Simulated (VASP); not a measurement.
Wanted: the native input for a VASP 6.6.1 run.

```
Task                   : single point
Functional             : LDA
Potentials or basis    : VASP PAW LDA potentials, release 64 (Te, Pb_d, S)
Cutoff                 : 520 eV
k mesh                 : 5 × 5 × 5
Occupations            : gaussian, width 0.01 eV
Spin                   : no spin polarisation
Dipole correction      : no
Further INCAR settings : ALGO = Normal; EDIFF = 1e-06; NBANDS = 28
```

The structure of TePb2S lies in POSCAR:

```
TePb2S
1.0
    2.2219760700      1.2828584800      7.2598916100
   -2.2219760700      1.2828584800      7.2598916100
    0.0000000000     -2.5657169700      7.2598916100
Te Pb S
1 2 1
Direct
    0.5000000004      0.5000000004      0.4999999985
    0.7417120006      0.7417120006      0.7417119977
    0.2582880002      0.2582880002      0.2582879992
    0.0000000000      0.0000000000      0.0000000000
```

One way to write it, as run:

INCAR

```
SYSTEM = TePb2S
PREC = Accurate
ENCUT = 520
EDIFF = 1E-6
ISMEAR = 0
SIGMA = 0.01
LREAL = .FALSE.
LASPH = .TRUE.
NELM = 60
ALGO = Normal
ISIF = 2
LWAVE = .FALSE.
LCHARG = .FALSE.
GGA = CA
NBANDS = 28
```

KPOINTS

```
Automatic mesh
0
G
  5 5 5
  0 0 0
```

Potentials or basis: VASP PAW LDA potentials, release 64 (Te, Pb_d, S).

Run with:

```sh
$ cat potpaw_LDA.64/Te/POTCAR potpaw_LDA.64/Pb_d/POTCAR potpaw_LDA.64/S/POTCAR > POTCAR
$ mpirun -np 1 vasp_std > vasp.out
```

It gave:

| Property | Result |
| --- | --- |
| Pressure | -4.0 GPa |
| Largest force | 0.028 eV/Å |
| Band gap on the k mesh | 0.63 eV, direct |

Caveat: spin-orbit coupling is left out, which moves the levels of the heavy elements.

It took 4.1 min on 1 thread of AMD EPYC 7R43 64-Core Processor (Zen 3) (shared host), peak memory 0.36 GiB.
